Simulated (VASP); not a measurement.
Write the native input for VASP 6.6.1 that does the following.

- Task: single point
- Functional: HSE06
- Potentials or basis: VASP PAW PBE potentials, release 64 (Ga_d, P)
- Cutoff: 520 eV
- k mesh: 6 × 6 × 6
- Occupations: gaussian, width 0.01 eV
- Spin: no spin polarisation
- Dipole correction: no
- Grid for exact exchange (PRECFOCK): Normal
- Further INCAR settings: ALGO = Normal; EDIFF = 1e-06; NBANDS = 16
- Share of exact exchange: 0.25
- Screening parameter: 0.2079 1/Å

GaP:

```
Ga P
1.0
     0.00000    2.71923    2.71923
     2.71923    0.00000    2.71923
     2.71923    2.71923    0.00000
Ga P
1 1
Direct
  0.00000 0.00000 0.00000
  0.25000 0.25000 0.25000
```

One way to write it, as run:

POSCAR

```
GaP
1.0
    0.0000000000      2.7192251022      2.7192251022
    2.7192251022      0.0000000000      2.7192251022
    2.7192251022      2.7192251022      0.0000000000
Ga P
1 1
Direct
    0.0000000000      0.0000000000      0.0000000000
    0.2500000000      0.2500000000      0.2500000000
```

INCAR.step1

```
SYSTEM = GaP
ALGO     = Normal         ! electronic algorithm
EDIFF    = 1E-5           ! SCF threshold, eV
ENCUT    = 520            ! plane-wave cutoff, eV
GGA      = PE             ! functional
ISIF     = 2              ! what is computed and relaxed
ISMEAR   = 0              ! smearing method
LASPH    = .True.         ! aspherical terms in the spheres
LREAL    = .False.        ! projectors in reciprocal space
LWAVE    = .True.         ! write WAVECAR
NBANDS   = 16             ! bands
NELM     = 80             ! most SCF steps
PREC     = Accurate       ! precision mode
SIGMA    = 0.01           ! smearing width, eV
```

INCAR.step2

```
SYSTEM = GaP
ALGO     = Normal         ! electronic algorithm
EDIFF    = 1E-6           ! SCF threshold, eV
ENCUT    = 520            ! plane-wave cutoff, eV
GGA      = PE             ! functional
HFSCREEN = 0.2079         ! screening, 1/A
ISIF     = 2              ! what is computed and relaxed
ISMEAR   = 0              ! smearing method
ISTART   = 1            
LASPH    = .True.         ! aspherical terms in the spheres
LCHARG   = .True.         ! write CHGCAR
LELF     = .True.         ! ELF
LHFCALC  = .True.         ! exact exchange
LREAL    = .False.        ! projectors in reciprocal space
LVHAR    = .True.       
LWAVE    = .False.        ! write WAVECAR
NBANDS   = 16             ! bands
NELM     = 80             ! most SCF steps
PREC     = Accurate       ! precision mode
PRECFOCK = Normal       
SIGMA    = 0.01           ! smearing width, eV
```

KPOINTS

```
k-points
0
Gamma
  6 6 6
  0 0 0
```

Potentials or basis: VASP PAW PBE potentials, release 64 (Ga_d, P).

Command:

```sh
$ cat potpaw_PBE.64/Ga_d/POTCAR potpaw_PBE.64/P/POTCAR > POTCAR
$ cp INCAR.step1 INCAR
$ mpirun -np 1 vasp_std > vasp.out
$ cp INCAR.step2 INCAR
$ mpirun -np 1 vasp_std > vasp.out
```

Results of the run:

```json
{"Pressure": "1.2 GPa", "Band gap on the k mesh": "2.28 eV (least direct gap 2.86 eV)"}
```

Caveat: the PAW data sets were made with another functional, which shifts forces and pressure a little.

It took 49 min on 1 thread of AMD EPYC 7R43 64-Core Processor (Zen 3), on a shared host, peak memory 0.26 GiB.
